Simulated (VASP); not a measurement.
Here is a VASP 6.6.1 calculation.

The input INCAR:

```
SYSTEM = Pd
ALGO = Normal ; EDIFF = 1E-6
ENCUT = 520 ; GGA = PE
ISIF = 2 ; ISMEAR = -1
LASPH = .TRUE. ; LCHARG = .FALSE.
LREAL = .FALSE. ; LWAVE = .FALSE.
NBANDS = 17 ; NELM = 80
PREC = Accurate ; SIGMA = 0.08
```

Contents of KPOINTS:

```
k-points
0
G
  12 12 12
  0 0 0
```

POSCAR

```
Pd
1.0
    0.0000000000      2.9056008059      2.9056008059
    2.9056008059      0.0000000000      2.9056008059
    2.9056008059      2.9056008059      0.0000000000
Pd
2
Direct
   -0.1250000000     -0.1250000000     -0.1250000000
    0.1250000000      0.1250000000      0.1250000000
```

Potentials or basis: VASP PAW PBE potentials, release 64 (Pd).

The run is started by

```sh
$ cat potpaw_PBE.64/Pd/POTCAR > POTCAR
$ mpirun -np 1 vasp_std > vasp.out
```

**Question.** Predict the pressure.

**Answer.** -0.3 GPa.

**Question.** Estimate the band gap on the k mesh.

**Answer.** Zero (band 10 reaches 3.97 eV, above the bottom of band 11 at 3.60 eV).
